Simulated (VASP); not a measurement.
A run of VASP 6.6.1 is set up as follows.

Contents of INCAR:

```
PREC = Accurate
ENCUT = 520
EDIFF = 1E-6
ISMEAR = 0
SIGMA = 0.01
LREAL = F
LASPH = T
NELM = 100
ALGO = Normal
ISIF = 2
LWAVE = F
LCHARG = T
GGA = CA
LELF = T
LVHAR = T
NBANDS = 16
```

The input KPOINTS:

```
regular mesh
0
Gamma
  8 8 8
```

File POSCAR:

```
GaP
1.0
    2.7226439307      2.7226439307      0.0000000000
   -2.7226439307      2.7226439307      0.0000000000
    0.0000000000      2.7226439307      2.6711840882
Ga P
1 1
Direct
    0.0000000000      0.0000000000      0.0000000000
    0.7500000000      0.2500000000      0.5000000000
```

Potentials or basis: VASP PAW LDA potentials, release 64 (Ga_d, P).

Run with:

```console
$ cat potpaw_LDA.64/Ga_d/POTCAR potpaw_LDA.64/P/POTCAR > POTCAR
$ mpirun -np 1 vasp_std > vasp.out
```

Problem. What does it give for the pressure?

Solution. -0.9 GPa.

Problem. Estimate the band gap on the k mesh.

Solution. 1.27 eV, indirect (least direct gap 1.75 eV).

Stress tensor (GPa, compression positive):
```
-1.37  0.00  0.00
 0.00 -1.37  0.00
 0.00  0.00  0.07
```

Caveat: the cell differs from its parent crystal (film at in-plane strain +0.01). A k mesh can miss the band edges.
